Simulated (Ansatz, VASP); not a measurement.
# TiSi16: VASP beside Ansatz

```
Si Ti
1.0
     0.00000    5.43000    5.43000
     5.43000    0.00000    5.43000
     5.43000    5.43000    0.00000
Si Ti
16 1
Direct
  0.99998 0.00085 0.00045
  0.12495 0.12499 0.12528
  0.99362 0.99820 0.51011
  0.12353 0.13417 0.62664
  0.99999 0.49874 0.00042
  0.12012 0.62944 0.12085
  0.99743 0.50545 0.49174
  0.12337 0.61590 0.62666
  0.50979 0.99824 0.99383
  0.62616 0.13424 0.12392
  0.50097 0.01607 0.50141
  0.63173 0.11850 0.63190
  0.49104 0.50552 0.99799
  0.62622 0.61589 0.12373
  0.50083 0.48201 0.50120
  0.62308 0.62678 0.62363
  0.37843 0.87153 0.37875
```

Alike in both runs: functional PBE; k mesh 2 × 2 × 2; occupations gaussian, width 0.02 eV; no spin polarisation.

Ansatz relaxed the structure, and its values are those at the end. VASP's run is a single point on that final structure, the one shown.

|  | VASP | Ansatz |
| --- | --- | --- |
| version | VASP 6.6.1 | Ansatz 0.2.0 |
| potentials or method | VASP PAW PBE potentials, release 64 (Si, Ti_sv), cutoff 520 eV | scalar-relativistic, plane waves, PAW |
| valence electrons in the cell | 76 | 76 |

|  | VASP | Ansatz | Ansatz less VASP |
| --- | --- | --- | --- |
| rms of the force components (eV/Å) | 0.006 | 0.005 | -0.0007 |

The k mesh is coarse, so the values compare programs but aren't converged.
